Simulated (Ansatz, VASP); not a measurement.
**InO2: VASP beside Ansatz**

```
CELL_PARAMETERS angstrom
0.00000 2.70244 2.70244
2.70244 0.00000 2.70244
2.70244 2.70244 0.00000
ATOMIC_POSITIONS crystal
In 0.00000 0.00000 0.00000
O 0.75000 0.75000 0.75000
O 0.50000 0.50000 0.50000
```

Alike in both runs: task single point; functional PBE; k mesh 6 × 6 × 6; occupations gaussian, width 0.1 eV; collinear spin.

```csv
,VASP,Ansatz
version,VASP 6.6.1,Ansatz 0.2.0
potentials or method,"VASP PAW PBE potentials, release 64 (In_d, O), cutoff 520 eV","scalar-relativistic, plane waves, PAW"
valence electrons in the cell,25,25
```

Ansatz gave:

| Quantity | Value |
| --- | --- |
| gap on the k mesh at the Fermi level (eV) | none |
| pressure (GPa) | -6.6 |
| net moment per atom (μB) | 0.34 |
| size of the moment on the site where the two differ most (μB) | 0.72 |

**Question.** What did VASP give for the same quantities?

**Answer.** gap on the k mesh at the Fermi level (eV): none; pressure (GPa): -6.5; net moment per atom (μB): 0.34; size of the moment on the site where the two differ most (μB): 0.63.

Site moments also hang on the region over which each program counts them. A gap of «none» marks a metal or a gap that the smearing closes. With one functional, cell and mesh, what is left measures potentials, basis and numerics.
